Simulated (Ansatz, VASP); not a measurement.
**Two plane-wave programs on SnO**

```
Sn O
1.0
     3.08960    0.00000    0.00000
     0.00000    3.08960    0.00000
     0.00000    0.00000    3.08960
Sn O
1 1
Direct
  0.00000 0.00000 0.00000
  0.50000 0.50000 0.50000
```

Alike in both runs: task single point; functional PBE; k mesh 9 × 9 × 9; occupations fermi-dirac, width 0.05 eV; no spin polarisation.

```csv
,VASP,Ansatz
version,VASP 6.6.1,Ansatz 0.2.0
potentials or method,"VASP PAW PBE potentials, release 64 (Sn_d, O)",Ansatz PAW soft_1
plane-wave cutoff (eV),520,420
valence electrons in the cell,20,20
```

Ansatz gave:

```
gap on the k mesh at the Fermi level (eV) : 0.39
least direct gap on the mesh (eV)         : 0.98
pressure (GPa)                            : 4.4
```

What did VASP give for the same quantities?

gap on the k mesh at the Fermi level (eV): 0.38; least direct gap on the mesh (eV): 0.98; pressure (GPa): 4.4.

The functional is the same, so the differences come from potentials, cutoffs and numerics.

Noted on Ansatz's run: odd divisions of the mesh miss points on the zone boundary, where band edges often lie, so the gap on the mesh can be too wide.
